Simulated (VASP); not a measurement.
# WS2 (Tungstenite) (R3m) in VASP: further runs

The runs below take WS2 (Tungstenite) through single point, with PBE, LDA, HSE06.

Everything below comes from runs of VASP 6.6.1. Logs are shortened: lines on timing, memory, paths and dates and some standing lists are left out, and cuts for length are marked.

## Step 1: The cell of the first run

Symmetry: R3m, No. 160, trigonal system. Conventional cell: a = 3.172 Å, b = 3.172 Å, c = 18.712 Å, α = 90.00°, β = 90.00°, γ = 120.00°. W (site symmetry 3m) has 6 S at 2.41 Å and 6 W at 3.17 Å within 3.2 Å. S (site symmetry 3m) has 3 W at 2.41 Å and 7 S at 3.12 to 3.17 Å within 3.2 Å. Within 3.2 Å of S (site symmetry 3m) lie 3 W at 2.41 Å and 7 S at 3.12 to 3.17 Å.

## Step 2: Single point, PBE

The input, INCAR:

```
  PREC = Accurate
  ENCUT = 520
  EDIFF = 1E-6
  ISMEAR = 0
  SIGMA = 0.01
  LREAL = F
  LASPH = T
  NELM = 60
  ALGO = Normal
  ISIF = 2
  LWAVE = F
  LCHARG = T
  GGA = PE
  LELF = T
  LVHAR = T
  NBANDS = 20
```

The input, KPOINTS:

```
regular mesh
0
Gamma
  6 6 6
```

The input, POSCAR:

```
WS2
1.0
    1.5858867090      0.9156121184      6.2374759783
   -1.5858867090      0.9156121184      6.2374759783
    0.0000000000     -1.8312242367      6.2374759783
W S
1 2
Direct
    0.0006662242      0.0006662242      0.0006662242
    0.2505579538      0.2505579538      0.2505579538
    0.4174758221      0.4174758221      0.4174758221
```

Potentials or basis: VASP PAW PBE potentials, release 64 (W_sv, S).

Command:

```bash
cat potpaw_PBE.64/W_sv/POTCAR potpaw_PBE.64/S/POTCAR > POTCAR
mpirun -np 1 vasp_std > vasp.out
```

OUTCAR:

```text
PREC = Accurate
   ENCUT = 520
   EDIFF = 1E-6
   ISMEAR = 0
   LREAL = F
   LASPH = T
   NELM = 60
   ISIF = 2
   GGA = PE

 ion  position               nearest neighbor table
   1  0.001  0.001  0.001-   2 2.41   2 2.41   2 2.41   3 2.41   3 2.41   3 2.41
   2  0.251  0.251  0.251-   1 2.41   1 2.41   1 2.41
   3  0.417  0.417  0.417-   1 2.41   1 2.41   1 2.41

  LATTYP: Found a trigonal (rhomboedric) cell.
 ALAT       =     6.5007298656
 COS(alpha) =     0.8809717426

  Lattice vectors:

 A1 = (   1.5858867090,   0.9156121184,   6.2374759783)
 A2 = (  -1.5858867090,   0.9156121184,   6.2374759783)
 A3 = (   0.0000000000,  -1.8312242367,   6.2374759783)

Analysis of symmetry for initial positions (statically):
=====================================================================
 Subroutine PRICEL returns:
 Original cell was already a primitive cell.

 Routine SETGRP: Setting up the symmetry group for a
 trigonal (rhombohedral) supercell.

 Subroutine GETGRP returns: Found  6 space group operations
 (whereof  6 operations were pure point group operations)
 out of a pool of 12 trial point group operations.

The static configuration has the point symmetry C_3v.

Analysis of symmetry for dynamics (positions and initial velocities):
=====================================================================
 Subroutine PRICEL returns:
 Original cell was already a primitive cell.

 Routine SETGRP: Setting up the symmetry group for a
 trigonal (rhombohedral) supercell.

 Subroutine GETGRP returns: Found  6 space group operations
 (whereof  6 operations were pure point group operations)
 out of a pool of 12 trial point group operations.

The dynamic configuration has the point symmetry C_3v.

 Subroutine INISYM returns: Found  6 space group operations
 (whereof  6 operations are pure point group operations),
 and found     1 'primitive' translations

----------------------------------------------------------------------------------------

                                     Primitive cell

  volume of cell :      54.3430

  direct lattice vectors                    reciprocal lattice vectors
     1.585886709  0.915612118  6.237475978     0.315281033  0.182027589  0.053440420
    -1.585886709  0.915612118  6.237475978    -0.315281033  0.182027589  0.053440420
     0.000000000 -1.831224237  6.237475978     0.000000000 -0.364055179  0.053440420

[... 76 lines left out ...]
   PREC   = accura    normal or accurate (medium, high low for compatibility)
   ISTART =      0    job   : 0-new  1-cont  2-samecut
   ICHARG =      2    charge: 1-file 2-atom 10-const
   ISPIN  =      1    spin polarized calculation?
   LNONCOLLINEAR =      F non collinear calculations
   LSORBIT =      F    spin-orbit coupling
   LASPH  =      T    aspherical Exc in radial PAW
   ENCUT  =  520.0 eV  38.22 Ry    6.18 a.u.  12.09 12.09 12.09*2*pi/ulx,y,z
   NELM   =     60;   NELMIN=  2; NELMDL= -5     # of ELM steps
   EDIFF  = 0.1E-05   stopping-criterion for ELM
   LREAL  =      F    real-space projection
   EDIFFG = 0.1E-04   stopping-criterion for IOM
   NSW    =      0    number of steps for IOM
   IBRION =     -1    ionic relax: 0-MD 1-quasi-New 2-CG
   NFREE  =      0    steps in history (QN), initial steepest desc. (CG)
   ISIF   =      2    stress and relaxation
   ISYM   =      2    0-nonsym 1-usesym 2-fastsym
   POTIM  = 0.5000    time-step for ionic-motion
   TEBEG  =    0.0;   TEEND  =   0.0 temperature during run
   PSTRESS=    0.0 pullay stress
   NELECT =      26.0000    total number of electrons
   NUPDOWN=      -1.0000    fix difference up-down
   EMIN   =  10.00;   EMAX   =-10.00  energy-range for DOS
   EFERMI =   0.00;   METHOD = LEGACY
   ISMEAR =     0;   SIGMA  =   0.01  broadening in eV -4-tet -1-fermi 0-gaus
   EFERMI_NEDOS =   21; number of points for ismear=-14 and -15
   IALGO  =     38    algorithm
   IMIX   =      4    mixing-type and parameters
     AMIX     =   0.40;   BMIX     =  1.00
     AMIX_MAG =   1.60;   BMIX_MAG =  1.00
  volume/ion in A,a.u.               =      18.11       122.24
  Fermi-wavevector in a.u.,A,eV,Ry     =   1.280417  2.419637 22.306303  1.639467
  Thomas-Fermi vector in A             =   2.412846
   LORBIT       =      0    0 simple, 1 ext, 2 COOP (PROOUT), +10 PAW based schemes
   GGA     = PE    functional components
   LHFCALC =     F    Hartree Fock is set to
   AEXX    =    0.0000 exact exchange contribution
   IVDW    =     0    specifies the selected vdW correction
   LEPSILON=     F    determine dielectric tensor
   LRPA    =     F    only Hartree local field effects (RPA)
 non-spin polarized calculation
 Gauss-broadening in eV      SIGMA  =   0.01
  energy-cutoff  :      520.00
  volume of cell :       54.34
 maximum number of plane-waves:      1476
   NGX = 25   NGY = 25   NGZ = 25

 number of electron      26.0000001 magnetization

 Free energy of the ion-electron system (eV)
  ---------------------------------------------------
  ext. energy  EPLUGINS =         0.00000000
  ---------------------------------------------------
  free energy    TOTEN  =       -23.63066780 eV

  energy without entropy =      -23.63066780  energy(sigma->0) =      -23.63066780

 E-fermi :   7.5163     XC(G=0): -10.8100

 val. band max:        7.2203878895   @ k =   0.5000   0.5000   0.5000
 cond. band min:       8.3141847844   @ k =  -0.1667   0.1667   0.0000
 fundamental gap:      1.0937968948
 Fermi energy:         7.5162853613

 k-point     1 :       0.0000    0.0000    0.0000
  band No.  band energies     occupation
      1     -67.4126      2.00000
      2     -31.6643      2.00000
      3     -31.5008      2.00000
      4     -31.5008      2.00000
      5      -8.3491      2.00000
      6      -6.4099      2.00000
[... 541 lines left out ...]
     19      14.8898      0.00000
     20      15.5617      0.00000

 [... further k-points ...]
[... 5 lines left out ...]
  --------------------------------------------------------------------------------------
  -------------------------------------------------------------------------------------
  Total        0.9416673      0.9416673      1.4092677      0.0000000      0.0000000      0.0000000
  in kB       27.7628633     27.7628633     41.5489695      0.0000000      0.0000000      0.0000000
  external PRESSURE =      32.3582320 kB  Pullay stress =       0.0000000 kB

 VOLUME and BASIS-vectors are now :
 -----------------------------------------------------------------------------
  energy-cutoff  :      520.00
  volume of cell :       54.34
      direct lattice vectors                 reciprocal lattice vectors
     1.585886709  0.915612118  6.237475978     0.315281033  0.182027589  0.053440420
    -1.585886709  0.915612118  6.237475978    -0.315281033  0.182027589  0.053440420
     0.000000000 -1.831224237  6.237475978     0.000000000 -0.364055179  0.053440420

 POSITION                                       TOTAL-FORCE (eV/Angst)
 -----------------------------------------------------------------------------------
      0.00000      0.00000      0.01247         0.000000      0.000000      0.001182
      0.00000      0.00000      4.68855         0.000000     -0.000000     -0.202291
      0.00000      0.00000      7.81199         0.000000      0.000000      0.201109
 -----------------------------------------------------------------------------------
    total drift:                               -0.000000      0.000000     -0.000216

  FREE ENERGIE OF THE ION-ELECTRON SYSTEM (eV)
  ---------------------------------------------------
  free  energy   TOTEN  =       -23.6306678024 eV

  energy  without entropy=      -23.6306678024  energy(sigma->0) =      -23.63066780
```

stdout:

```text
POSCAR found type information on POSCAR W S
 POSCAR found :  2 types and       3 ions
 scaLAPACK will be used
 LDA part: xc-table for (Slater+PW92), standard interpolation
 POSCAR, INCAR and KPOINTS ok, starting setup
 FFT: planning ... GRIDC
 FFT: planning ... GRID_SOFT
 FFT: planning ... GRID
 WAVECAR not read
 entering main loop
```

Run time: 1.8 min. Hardware: 1 thread of Intel Xeon Platinum 8488C (Sapphire Rapids), shared host; peak memory 0.31 GiB.

Results:

```yaml
Free_energy: -23.6307 eV
Pressure: 3.2 GPa
Largest_force: 0.202 eV/Å
Band_gap_on_the_k_mesh: 1.09 eV, indirect (least direct gap 1.84 eV)
```

Forces on the atoms (eV/Å):
```
W    0.000  0.000  0.001
S    0.000  0.000 -0.202
S    0.000  0.000  0.201
```

Stress tensor (GPa, compression positive):
```
2.78 0.00 0.00
0.00 2.78 0.00
0.00 0.00 4.15
```

Caveat: spin-orbit coupling is left out, which moves the levels of the heavy elements.

## Step 3: Single point, PBE

The input, INCAR:

```
PREC = Accurate ; ENCUT = 500
EDIFF = 1E-6 ; ISMEAR = 0
SIGMA = 0.01 ; LREAL = F
LASPH = T ; NELM = 120
ALGO = Normal ; ISIF = 2
LWAVE = F ; LCHARG = T
GGA = PE ; LELF = T
LVHAR = T ; NBANDS = 20
GGA_COMPAT = F
```

The input, KPOINTS:

```
Automatic mesh
0
Gamma
  2 2 2
```

POSCAR is that of step 2.

Potentials or basis: VASP PAW PBE potentials, release 64 (W_sv, S).

Command:

```bash
cat potpaw_PBE.64/W_sv/POTCAR potpaw_PBE.64/S/POTCAR > POTCAR
mpirun -np 1 vasp_std > vasp.out
```

OUTCAR:

```text
PREC = Accurate
   ENCUT = 500
   EDIFF = 1E-6
   ISMEAR = 0
   LREAL = F
   LASPH = T
   NELM = 120
   ISIF = 2
   GGA = PE

 ion  position               nearest neighbor table
   1  0.001  0.001  0.001-   2 2.41   2 2.41   2 2.41   3 2.41   3 2.41   3 2.41
   2  0.251  0.251  0.251-   1 2.41   1 2.41   1 2.41
   3  0.417  0.417  0.417-   1 2.41   1 2.41   1 2.41

  LATTYP: Found a trigonal (rhomboedric) cell.
 ALAT       =     6.5007298656
 COS(alpha) =     0.8809717426

  Lattice vectors:

 A1 = (   1.5858867090,   0.9156121184,   6.2374759783)
 A2 = (  -1.5858867090,   0.9156121184,   6.2374759783)
 A3 = (   0.0000000000,  -1.8312242367,   6.2374759783)

Analysis of symmetry for initial positions (statically):
=====================================================================
 Subroutine PRICEL returns:
 Original cell was already a primitive cell.

 Routine SETGRP: Setting up the symmetry group for a
 trigonal (rhombohedral) supercell.

 Subroutine GETGRP returns: Found  6 space group operations
[... 143 lines left out ...]
  free energy    TOTEN  =       -22.60149192 eV

  energy without entropy =      -22.60149192  energy(sigma->0) =      -22.60149192

 E-fermi :   7.3848     XC(G=0): -10.8013

 val. band max:        7.3015626637   @ k =   0.5000   0.5000   0.5000
 cond. band min:       9.2872513247   @ k =   0.5000   0.5000  -0.0000
 fundamental gap:      1.9856886610
 Fermi energy:         7.3847709118

 k-point     1 :       0.0000    0.0000    0.0000
  band No.  band energies     occupation
      1     -67.4709      2.00000
      2     -31.6573      2.00000
      3     -31.6573      2.00000
      4     -31.5445      2.00000
      5      -8.3213      2.00000
      6      -6.3493      2.00000
[... 81 lines left out ...]
     19      15.5713      0.00000
     20      16.9369      0.00000

------------------------ aborting loop because EDIFF is reached ----------------------------------------

  FORCE on cell =-STRESS in cart. coord.  units (eV):
  Direction    XX          YY          ZZ          XY          YZ          ZX
  --------------------------------------------------------------------------------------
  -------------------------------------------------------------------------------------
  Total        1.4848351      1.4848351      3.4078254      0.0000000      0.0000000      0.0000000
  in kB       43.7768966     43.7768966    100.4717799      0.0000000      0.0000000      0.0000000
  external PRESSURE =      62.6751911 kB  Pullay stress =       0.0000000 kB

 VOLUME and BASIS-vectors are now :
 -----------------------------------------------------------------------------
  energy-cutoff  :      500.00
  volume of cell :       54.34
      direct lattice vectors                 reciprocal lattice vectors
     1.585886709  0.915612118  6.237475978     0.315281033  0.182027589  0.053440420
    -1.585886709  0.915612118  6.237475978    -0.315281033  0.182027589  0.053440420
     0.000000000 -1.831224237  6.237475978     0.000000000 -0.364055179  0.053440420

 POSITION                                       TOTAL-FORCE (eV/Angst)
 -----------------------------------------------------------------------------------
      0.00000      0.00000      0.01247         0.000000      0.000000      0.009801
      0.00000      0.00000      4.68855         0.000000     -0.000000     -0.553844
      0.00000      0.00000      7.81199         0.000000      0.000000      0.544043
 -----------------------------------------------------------------------------------
    total drift:                               -0.000000      0.000000     -0.000199

  FREE ENERGIE OF THE ION-ELECTRON SYSTEM (eV)
  ---------------------------------------------------
  free  energy   TOTEN  =       -22.6014919214 eV

  energy  without entropy=      -22.6014919214  energy(sigma->0) =      -22.60149192
```

OSZICAR:

```text
N       E                     dE             d eps       ncg     rms          rms(c)
DAV:   1     0.205877339269E+03    0.20588E+03   -0.12796E+04   160   0.126E+03
DAV:   2    -0.128065669332E+02   -0.21868E+03   -0.21219E+03   184   0.343E+02
DAV:   3    -0.239241204068E+02   -0.11118E+02   -0.10931E+02   204   0.710E+01
DAV:   4    -0.240903908025E+02   -0.16627E+00   -0.16614E+00   192   0.933E+00
DAV:   5    -0.240934516815E+02   -0.30609E-02   -0.30604E-02   200   0.132E+00    0.268E+01
DAV:   6    -0.227958223632E+02    0.12976E+01   -0.76140E+00   168   0.177E+01    0.109E+01
DAV:   7    -0.226453792611E+02    0.15044E+00   -0.13052E+00   168   0.679E+00    0.583E+00
DAV:   8    -0.226022698562E+02    0.43109E-01   -0.24079E-01   180   0.328E+00    0.115E+00
DAV:   9    -0.226017432064E+02    0.52665E-03   -0.10518E-02   192   0.745E-01    0.567E-01
DAV:  10    -0.226015317230E+02    0.21148E-03   -0.42756E-03   180   0.422E-01    0.898E-02
DAV:  11    -0.226014723261E+02    0.59397E-04   -0.60555E-04   176   0.156E-01    0.480E-02
DAV:  12    -0.226014870843E+02   -0.14758E-04   -0.50780E-05   176   0.511E-02    0.931E-03
DAV:  13    -0.226014918304E+02   -0.47462E-05   -0.71959E-06   172   0.192E-02    0.711E-03
DAV:  14    -0.226014919214E+02   -0.90973E-07   -0.70579E-07   128   0.505E-03
   1 F= -.22601492E+02 E0= -.22601492E+02  d E =-.601822E-33
```

stdout:

```text
POSCAR found type information on POSCAR W S
 POSCAR found :  2 types and       3 ions
 scaLAPACK will be used
 LDA part: xc-table for (Slater+PW92), standard interpolation
 POSCAR, INCAR and KPOINTS ok, starting setup
 FFT: planning ... GRIDC
 FFT: planning ... GRID_SOFT
 FFT: planning ... GRID
 WAVECAR not read
 entering main loop
```

Run time: 18 s. Hardware: 1 thread of Intel Xeon Platinum 8375C at 2.90GHz (Ice Lake), shared host; peak memory 0.3 GiB.

Results:

```
Free energy            : -22.6015 eV
Pressure               : 6.3 GPa
Largest force          : 0.554 eV/Å
Band gap on the k mesh : 1.99 eV, indirect (least direct gap 2.22 eV)
```

Forces in eV/Å, atoms in the order of the input:
```
W    0.000  0.000  0.010
S    0.000  0.000 -0.554
S    0.000  0.000  0.544
```

Stress tensor (GPa, compression positive):
```
 4.38  0.00  0.00
 0.00  4.38  0.00
 0.00  0.00 10.05
```

Caveat: the k points lie up to 1.16 Å⁻¹ apart; spin-orbit coupling is left out, which moves the levels of the heavy elements.

## Step 4: Single point, LDA

The input, INCAR:

```
PREC = Accurate
ENCUT = 500
EDIFF = 1E-6
ISMEAR = 0
SIGMA = 0.01
LREAL = F
LASPH = T
NELM = 120
ALGO = Normal
ISIF = 2
LWAVE = F
LCHARG = F
NBANDS = 20
GGA_COMPAT = F
```

The input, KPOINTS:

```
Automatic mesh
0
Gamma
  4 4 4
```

POSCAR is that of step 3.

Potentials or basis: VASP PAW LDA potentials, release 64 (W_sv, S).

Command:

```bash
cat potpaw_LDA.64/W_sv/POTCAR potpaw_LDA.64/S/POTCAR > POTCAR
mpirun -np 1 vasp_std > vasp.out
```

It took 30 s on 1 thread of Intel Xeon Platinum 8375C at 2.90GHz (Ice Lake), shared host; peak memory 0.24 GiB.

The run converged. Its results:

| Property | Result |
| --- | --- |
| Free energy | -26.2879 eV |
| Pressure | -4.8 GPa |
| Largest force | 0.310 eV/Å |
| Band gap on the k mesh | 1.34 eV, indirect (least direct gap 2.28 eV) |

Forces in eV/Å, atoms in the order of the input:
```
W    0.000  0.000 -0.004
S    0.000  0.000  0.310
S    0.000  0.000 -0.306
```

Stress tensor (GPa, compression positive):
```
-5.22  0.00  0.00
 0.00 -5.22  0.00
 0.00  0.00 -3.86
```

Levels at points of the mesh, in eV from the valence-band top:
```csv
k point,band 11,band 12,band 13,band 14,band 15,band 16
"(0.00, 0.00, 0.00)",-2.30,-1.55,-1.20,2.20,2.20,2.50
"(0.50, 0.00, 0.00)",-2.52,-1.81,-1.66,2.22,2.54,3.55
"(0.50, 0.50, 0.00)",-3.08,-1.98,-1.50,2.18,2.68,3.14
"(0.50, 0.50, 0.50)",-2.27,-2.27,0.00,2.28,2.28,2.38
```

Caveat: the k points lie up to 0.58 Å⁻¹ apart; spin-orbit coupling is left out, which moves the levels of the heavy elements.

[end of part 1 of 2]
